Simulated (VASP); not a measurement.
# Se (P3_221) in VASP: notebook

The runs below take Se through single point, relaxation of cell and atoms, with r2SCAN.

All numbers are computed with VASP 6.6.1; they aren't measurements. Logs are shortened: lines on timing, memory, paths and dates and some standing lists are left out, and cuts for length are marked.

### 1 The cell of the first run

It takes space group P3_221 (No. 154, trigonal). The conventional cell has a = 4.491 Å, b = 4.491 Å, c = 4.998 Å, α = 90.00°, β = 90.00°, γ = 120.00°. Se (site symmetry 2) has 2 Se at 2.38 Å within 3.1 Å.

### 2 Single point, r2SCAN

POSCAR

```
Se
1.0
    4.4910080589      0.0000000000      0.0000000000
   -2.2455040295      3.8893270676      0.0000000000
    0.0000000000      0.0000000000      4.9981950018
Se
3
Direct
    0.2178203854      0.0000000000      0.1666666667
    0.0000000000      0.2178203854      0.8333333333
    0.7821796146      0.7821796146      0.5000000000
```

INCAR.step1

```
SYSTEM = Se
PREC = Accurate
ENCUT = 520
ISMEAR = 0
SIGMA = 0.1
LREAL = .FALSE.
LASPH = .TRUE.
NELM = 100
NBANDS = 16
GGA = PE
ALGO = Normal
EDIFF = 1E-4
LWAVE = .TRUE.
LCHARG = .FALSE.
```

INCAR.step2

```
SYSTEM = Se
PREC = Accurate
ENCUT = 520
EDIFF = 1E-6
ISMEAR = 0
SIGMA = 0.1
LREAL = .FALSE.
LASPH = .TRUE.
NELM = 100
ALGO = Normal
ISIF = 2
LWAVE = .FALSE.
LCHARG = .FALSE.
METAGGA = R2SCAN
LMIXTAU = .TRUE.
NBANDS = 16
ISTART = 1
```

KPOINTS

```
regular mesh
0
G
  6 6 4
  0 0 0
```

Potentials or basis: VASP PAW PBE potentials, release 64 (Se).

The run is started by

```bash
$ cat potpaw_PBE.64/Se/POTCAR > POTCAR
$ cp INCAR.step1 INCAR
$ mpirun -np 1 vasp_std > vasp.out
$ cp INCAR.step2 INCAR
$ mpirun -np 1 vasp_std > vasp.out
```

OUTCAR:

```text
SYSTEM = Se
   PREC = Accurate
   ENCUT = 520
   EDIFF = 1E-6
   ISMEAR = 0
   LREAL = .FALSE.
   LASPH = .TRUE.
   NELM = 100
   ISIF = 2
   METAGGA = R2SCAN
   ISTART = 1

 ion  position               nearest neighbor table
   1  0.218  0.000  0.167-   3 2.38   2 2.38
   2  0.000  0.218  0.833-   3 2.38   1 2.38
   3  0.782  0.782  0.500-   1 2.38   2 2.38

  LATTYP: Found a hexagonal cell.
 ALAT       =     4.4910080589
 C/A-ratio  =     1.1129338750

  Lattice vectors:

 A1 = (   4.4910080589,   0.0000000000,   0.0000000000)
 A2 = (  -2.2455040295,   3.8893270676,   0.0000000000)
 A3 = (   0.0000000000,   0.0000000000,   4.9981950018)

Analysis of symmetry for initial positions (statically):
=====================================================================
 Subroutine PRICEL returns:
 Original cell was already a primitive cell.

 Routine SETGRP: Setting up the symmetry group for a
 hexagonal supercell.

 Subroutine GETGRP returns: Found  6 space group operations
 (whereof  2 operations were pure point group operations)
 out of a pool of 24 trial point group operations.

The static configuration has the point symmetry C_2 .
 The point group associated with its full space group is D_3 .

Analysis of symmetry for dynamics (positions and initial velocities):
=====================================================================
 Subroutine PRICEL returns:
 Original cell was already a primitive cell.

 Routine SETGRP: Setting up the symmetry group for a
 hexagonal supercell.

 Subroutine GETGRP returns: Found  6 space group operations
 (whereof  2 operations were pure point group operations)
 out of a pool of 24 trial point group operations.

The dynamic configuration has the point symmetry C_2 .
 The point group associated with its full space group is D_3 .

 Subroutine INISYM returns: Found  6 space group operations
 (whereof  2 operations are pure point group operations),
 and found     1 'primitive' translations

----------------------------------------------------------------------------------------

                                     Primitive cell

  volume of cell :      87.3035

  direct lattice vectors                    reciprocal lattice vectors
     4.491008059  0.000000000  0.000000000     0.222667158  0.128556943  0.000000000
    -2.245504030  3.889327068  0.000000000     0.000000000  0.257113887  0.000000000
     0.000000000  0.000000000  4.998195002     0.000000000  0.000000000  0.200072226

  length of vectors
     4.491008059  4.491008059  4.998195002     0.257113887  0.257113887  0.200072226

  position of ions in fractional coordinates (direct lattice)
     0.217820385  0.000000000  0.166666667
     1.000000000  0.217820385  0.833333333
     0.782179615  0.782179615  0.500000000

  ion indices of the primitive-cell ions
   primitive index   ion index
                 1           1
                 2           2
                 3           3

----------------------------------------------------------------------------------------

 KPOINTS: regular mesh

Automatic generation of k-mesh.
 Grid dimensions read from file:
 generate k-points for:    6    6    4

 Generating k-lattice:

  Cartesian coordinates                     Fractional coordinates (reciprocal lattice)
     0.037111193  0.021426157  0.000000000     0.166666667  0.000000000  0.000000000
     0.000000000  0.042852314  0.000000000     0.000000000  0.166666667  0.000000000
     0.000000000  0.000000000  0.050018057     0.000000000  0.000000000  0.250000000

  Length of vectors
     0.042852314  0.042852314  0.050018057

  Shift w.r.t. Gamma in fractional coordinates (k-lattice)
     0.000000000  0.000000000  0.000000000

 Subroutine IBZKPT returns following result:
 ===========================================

 Found     24 irreducible k-points:

 Following reciprocal coordinates:
            Coordinates               Weight
  0.000000  0.000000  0.000000      1.000000
  0.166667  0.000000  0.000000      6.000000
  0.333333  0.000000  0.000000      6.000000
  0.500000  0.000000  0.000000      3.000000
  0.166667  0.166667  0.000000      6.000000
  0.333333  0.166667  0.000000     12.000000
[... 16 lines left out ...]
  0.333333  0.166667  0.500000     12.000000
  0.333333  0.333333  0.500000      2.000000
   k-points           NKPTS =     24   k-points in BZ     NKDIM =     24   number of bands    NBANDS=     16
   number of dos      NEDOS =    301   number of ions     NIONS =      3
   total plane-waves  NPLWV =  51840
   dimension x,y,z NGX =    36 NGY =   36 NGZ =   40
   dimension x,y,z NGXF=    72 NGYF=   72 NGZF=   80
   ions per type =               3
   NGX,Y,Z   is equivalent  to a cutoff of  13.33, 13.33, 13.30 a.u.
   NGXF,Y,Z  is equivalent  to a cutoff of  26.65, 26.65, 26.61 a.u.
 SYSTEM =  Se
   PREC   = accura    normal or accurate (medium, high low for compatibility)
   ISTART =      1    job   : 0-new  1-cont  2-samecut
   ICHARG =      0    charge: 1-file 2-atom 10-const
   ISPIN  =      1    spin polarized calculation?
   LNONCOLLINEAR =      F non collinear calculations
   LSORBIT =      F    spin-orbit coupling
   LASPH  =      T    aspherical Exc in radial PAW
   ENCUT  =  520.0 eV  38.22 Ry    6.18 a.u.   8.35  8.35  9.29*2*pi/ulx,y,z
   NELM   =    100;   NELMIN=  2; NELMDL=  0     # of ELM steps
   EDIFF  = 0.1E-05   stopping-criterion for ELM
   LREAL  =      F    real-space projection
   EDIFFG = 0.1E-04   stopping-criterion for IOM
   NSW    =      0    number of steps for IOM
   IBRION =     -1    ionic relax: 0-MD 1-quasi-New 2-CG
   NFREE  =      0    steps in history (QN), initial steepest desc. (CG)
   ISIF   =      2    stress and relaxation
   ISYM   =      2    0-nonsym 1-usesym 2-fastsym
   POTIM  = 0.5000    time-step for ionic-motion
   TEBEG  =    0.0;   TEEND  =   0.0 temperature during run
   PSTRESS=    0.0 pullay stress
   NELECT =      18.0000    total number of electrons
   NUPDOWN=      -1.0000    fix difference up-down
   EMIN   =  10.00;   EMAX   =-10.00  energy-range for DOS
   EFERMI =   0.00;   METHOD = LEGACY
   ISMEAR =     0;   SIGMA  =   0.10  broadening in eV -4-tet -1-fermi 0-gaus
   EFERMI_NEDOS =   21; number of points for ismear=-14 and -15
   IALGO  =     38    algorithm
   IMIX   =      4    mixing-type and parameters
     AMIX     =   0.40;   BMIX     =  1.00
     AMIX_MAG =   1.60;   BMIX_MAG =  1.00
  volume/ion in A,a.u.               =      29.10       196.38
  Fermi-wavevector in a.u.,A,eV,Ry     =   0.967138  1.827626 12.726293  0.935356
  Thomas-Fermi vector in A             =   2.096999
   LORBIT       =      0    0 simple, 1 ext, 2 COOP (PROOUT), +10 PAW based schemes
   METAGGA = R2SCAN    functional components
   LHFCALC =     F    Hartree Fock is set to
   AEXX    =    0.0000 exact exchange contribution
   IVDW    =     0    specifies the selected vdW correction
   LEPSILON=     F    determine dielectric tensor
   LRPA    =     F    only Hartree local field effects (RPA)
 non-spin polarized calculation
 Gauss-broadening in eV      SIGMA  =   0.10
  energy-cutoff  :      520.00
  volume of cell :       87.30
 maximum number of plane-waves:      2377
 NGX is ok and might be reduce to    36
   NGX = 17   NGY = 17   NGZ = 19

 number of electron      18.0000000 magnetization

 Free energy of the ion-electron system (eV)
  ---------------------------------------------------
  ext. energy  EPLUGINS =         0.00000000
  ---------------------------------------------------
  free energy    TOTEN  =       -42.92668409 eV

  energy without entropy =      -42.92668409  energy(sigma->0) =      -42.92668409

 E-fermi :   2.2576     XC(G=0):  -8.9456

 val. band max:        1.7861630686   @ k =   0.5000   0.0000   0.5000
 cond. band min:       3.0788523733   @ k =   0.3333   0.3333   0.5000
 fundamental gap:      1.2926893047
 Fermi energy:         2.2575671110

 k-point     1 :       0.0000    0.0000    0.0000
  band No.  band energies     occupation
      1     -14.4525      2.00000
      2     -10.2539      2.00000
      3     -10.2539      2.00000
      4      -2.1874      2.00000
      5      -2.1874      2.00000
      6      -1.8739      2.00000
[... 8 lines left out ...]
     15       8.8064      0.00000
     16      10.7299      0.00000

 k-point     2 :       0.1667    0.0000    0.0000
  band No.  band energies     occupation
      1     -14.3671      2.00000
      2     -10.3396      2.00000
      3     -10.2479      2.00000
      4      -2.7092      2.00000
      5      -2.4331      2.00000
      6      -1.7284      2.00000
[... 8 lines left out ...]
     15       9.5528      0.00000
     16      10.7574      0.00000

 k-point     3 :       0.3333    0.0000    0.0000
  band No.  band energies     occupation
      1     -14.1788      2.00000
      2     -10.5432      2.00000
      3     -10.2352      2.00000
      4      -3.1828      2.00000
      5      -2.7646      2.00000
      6      -1.6728      2.00000
[... 8 lines left out ...]
     15      10.8191      0.00000
     16      11.7175      0.00000

 k-point     4 :       0.5000    0.0000    0.0000
  band No.  band energies     occupation
      1     -14.0734      2.00000
      2     -10.6634      2.00000
      3     -10.2287      2.00000
      4      -3.3060      2.00000
      5      -2.9032      2.00000
      6      -1.5160      2.00000
[... 8 lines left out ...]
     15      11.8203      0.00000
     16      11.9302      0.00000

 k-point     5 :       0.1667    0.1667    0.0000
  band No.  band energies     occupation
      1     -14.2287      2.00000
      2     -10.4593      2.00000
      3     -10.2683      2.00000
      4      -3.0311      2.00000
      5      -2.8078      2.00000
      6      -1.5808      2.00000
[... 8 lines left out ...]
     15      10.2582      0.00000
     16      11.1571      0.00000

 k-point     6 :       0.3333    0.1667    0.0000
  band No.  band energies     occupation
      1     -14.0753      2.00000
      2     -10.5886      2.00000
      3     -10.3080      2.00000
      4      -3.2328      2.00000
      5      -3.0035      2.00000
      6      -1.3959      2.00000
[... 8 lines left out ...]
     15      11.1865      0.00000
     16      11.7597      0.00000
[... 267 lines left out ...]
 k-point    21 :       0.5000    0.0000    0.5000
  band No.  band energies     occupation
      1     -13.0417      2.00000
      2     -12.9227      2.00000
      3      -8.8671      2.00000
      4      -4.0643      2.00000
      5      -2.6529      2.00000
      6      -2.4387      2.00000
[... 8 lines left out ...]
     15      11.1539      0.00000
     16      11.3732      0.00000

 k-point    22 :       0.1667    0.1667    0.5000
  band No.  band energies     occupation
      1     -13.1235      2.00000
      2     -13.0716      2.00000
      3      -8.5333      2.00000
      4      -3.7003      2.00000
      5      -2.4003      2.00000
      6      -2.3216      2.00000
[... 8 lines left out ...]
     15      10.4190      0.00000
     16      10.8066      0.00000

 k-point    23 :       0.3333    0.1667    0.5000
  band No.  band energies     occupation
      1     -13.0225      2.00000
      2     -12.9448      2.00000
      3      -8.8511      2.00000
      4      -3.9728      2.00000
      5      -2.8006      2.00000
      6      -2.6769      2.00000
[... 8 lines left out ...]
     15      10.6259      0.00000
     16      11.4833      0.00000

 k-point    24 :       0.3333    0.3333    0.5000
  band No.  band energies     occupation
      1     -12.9449      2.00000
      2     -12.9449      2.00000
      3      -8.9423      2.00000
      4      -3.9772      2.00000
      5      -2.9978      2.00000
      6      -2.9978      2.00000
[... 8 lines left out ...]
     15      10.8762      0.00000
     16      10.8762      0.00000

------------------------ aborting loop because EDIFF is reached ----------------------------------------

  FORCE on cell =-STRESS in cart. coord.  units (eV):
  Direction    XX          YY          ZZ          XY          YZ          ZX
  --------------------------------------------------------------------------------------
  -------------------------------------------------------------------------------------
  Total       -0.0031883     -0.0031883     -0.0492381      0.0000000      0.0000000      0.0000000
  in kB       -0.0585120     -0.0585120     -0.9036080      0.0000000      0.0000000      0.0000000
  external PRESSURE =      -0.3402106 kB  Pullay stress =       0.0000000 kB

 VOLUME and BASIS-vectors are now :
 -----------------------------------------------------------------------------
  energy-cutoff  :      520.00
  volume of cell :       87.30
      direct lattice vectors                 reciprocal lattice vectors
     4.491008059  0.000000000  0.000000000     0.222667158  0.128556943  0.000000000
    -2.245504030  3.889327068  0.000000000     0.000000000  0.257113887  0.000000000
     0.000000000  0.000000000  4.998195002     0.000000000  0.000000000  0.200072226

 POSITION                                       TOTAL-FORCE (eV/Angst)
 -----------------------------------------------------------------------------------
      0.97823      0.00000      0.83303        -0.005747      0.000000     -0.000000
     -0.48912      0.84717      4.16516         0.002874     -0.004977      0.000000
      1.75639      3.04215      2.49910         0.002874      0.004977      0.000000
 -----------------------------------------------------------------------------------
    total drift:                                0.000001      0.000001     -0.000000

  FREE ENERGIE OF THE ION-ELECTRON SYSTEM (eV)
  ---------------------------------------------------
  free  energy   TOTEN  =       -42.9266840924 eV

  energy  without entropy=      -42.9266840924  energy(sigma->0) =      -42.92668409
```

Run time: 1.7 min. Hardware: 1 thread of Intel Xeon Platinum 8259CL at 2.50GHz (Skylake/Cascade Lake), shared host; peak memory 0.23 GiB.

What came out:

* Free energy: -42.9267 eV
* Pressure: 0.0 GPa
* Largest force: 0.006 eV/Å
* Band gap on the k mesh: 1.29 eV, indirect (least direct gap 1.55 eV)

Forces on the atoms (eV/Å):
```
Se  -0.006  0.000  0.000
Se   0.003 -0.005  0.000
Se   0.003  0.005  0.000
```

Stress tensor (GPa, compression positive):
```
-0.01  0.00  0.00
 0.00 -0.01  0.00
 0.00  0.00 -0.09
```

Levels at points of the mesh, in eV from the valence-band top:
```tsv
k point	band 7	band 8	band 9	band 10	band 11	band 12
(0.00, 0.00, 0.00)	-2.06	-2.06	-0.40	2.23	2.23	2.57
(0.50, 0.00, 0.00)	-2.75	-1.86	-0.97	2.29	2.74	4.23
(0.00, 0.00, 0.50)	-1.45	-1.45	-1.09	1.54	1.64	1.64
(0.50, 0.00, 0.50)	-1.68	-1.25	0.00	1.80	2.90	3.27
```

Caveat: the PAW data sets were made with another functional, which shifts forces and pressure a little. r2SCAN opens gaps a little over a GGA but as a rule still falls short of measured ones.

### 3 Relaxation of cell and atoms, r2SCAN

This run uses another cell than the first one, of 27.10 Å³/atom, 0.931 times its volume.

POSCAR

```
Se
1.0
    4.3551696776      0.0000000000      0.0000000000
   -2.1775848388      3.7716875786      0.0000000000
    0.0000000000      0.0000000000      4.9494500000
Se
3
Direct
    0.2170000000      0.0000000000      0.1666666667
    0.0000000000      0.2170000000      0.8333333333
    0.7830000000      0.7830000000      0.5000000000
```

INCAR.step1

```
PREC = Accurate
ENCUT = 600
ISMEAR = 0
SIGMA = 0.1
LREAL = F
LASPH = T
NELM = 100
GGA = PE
ALGO = Normal
EDIFF = 1E-4
LWAVE = T
LCHARG = F
```

INCAR.step2

```
PREC = Accurate
ENCUT = 600
EDIFF = 1E-6
ISMEAR = 0
SIGMA = 0.1
LREAL = F
LASPH = T
NELM = 100
ALGO = Normal
ISIF = 3
LWAVE = F
LCHARG = F
METAGGA = R2SCAN
LMIXTAU = T
IBRION = 2
NSW = 90
EDIFFG = -0.04
ISTART = 1
```

KPOINTS

```
Automatic mesh
0
Gamma
  6 6 4
```

Potentials or basis: VASP PAW PBE potentials, release 64 (Se).

The run is started by

```bash
$ cat potpaw_PBE.64/Se/POTCAR > POTCAR
$ cp INCAR.step1 INCAR
$ mpirun -np 1 vasp_std > vasp.out
$ cp INCAR.step2 INCAR
$ mpirun -np 1 vasp_std > vasp.out
```

Run time: 5.1 min. Hardware: 1 thread of Intel Xeon Platinum 8259CL at 2.50GHz (Skylake/Cascade Lake), shared host; peak memory 0.25 GiB.

It converged, with:

| Item | Value |
| --- | --- |
| Free energy | -42.9249 eV |
| Relaxed volume | 28.34 Å³/atom |
| Relaxed cell | a = 4.417 Å, b = 4.417 Å, c = 5.032 Å, α = 90.00°, β = 90.00°, γ = 120.00° |
| Space group after relaxing (to 0.05 Å) | P3_221 (No. 154) |
| Energy gained by relaxing | 22.1 meV/atom |
| Ionic steps | 5 |
| Pressure after relaxing | 0.1 GPa |
| Largest force after relaxing | 0.013 eV/Å |
| Band gap on the k mesh | 1.18 eV, indirect (least direct gap 1.40 eV) |

Forces on the atoms (eV/Å):
```
Se  -0.013  0.000  0.000
Se   0.007 -0.011  0.000
Se   0.007  0.011  0.000
```

Stress tensor (GPa, compression positive):
```
 0.21  0.00  0.00
 0.00  0.21  0.00
 0.00  0.00 -0.16
```

Step by step:
```tsv
step	energy change (eV)	largest force (eV/Å)	pressure (GPa)	volume (Å³)
1	0.0000	0.8156	4.02	81.30
2	0.0215	0.7881	-3.64	89.56
3	-0.0656	0.0202	0.01	84.94
4	-0.0656	0.0055	0.08	84.86
5	-0.0662	0.0131	0.08	85.01
```

Final structure:
```
Se
1.0
     4.41669    0.00000    0.00000
    -2.20835    3.82497    0.00000
     0.00000    0.00000    5.03181
Se
3
Direct
  0.22104 0.00000 0.16667
  0.00000 0.22104 0.83333
  0.77896 0.77896 0.50000
```

Levels at points of the mesh, in eV from the valence-band top:
| k point | band 5 | band 6 | band 7 | band 8 | band 9 | band 10 | band 11 | band 12 | band 13 |
| --- | --- | --- | --- | --- | --- | --- | --- | --- | --- |
| (0.00, 0.00, 0.00) | -3.93 | -3.68 | -2.05 | -2.05 | -0.40 | 2.14 | 2.14 | 2.54 | 6.62 |
| (0.50, 0.00, 0.00) | -4.74 | -3.37 | -2.85 | -1.83 | -1.01 | 2.22 | 2.67 | 4.29 | 5.87 |
| (0.00, 0.00, 0.50) | -3.42 | -3.42 | -1.46 | -1.46 | -1.17 | 1.45 | 1.60 | 1.60 | 6.86 |
| (0.50, 0.00, 0.50) | -4.47 | -4.24 | -1.77 | -1.35 | 0.00 | 1.73 | 2.95 | 3.21 | 6.69 |

Caveat: the PAW data sets were made with another functional, which shifts forces and pressure a little. A k mesh can miss the band edges.

(Continued in part 2 of 2.)
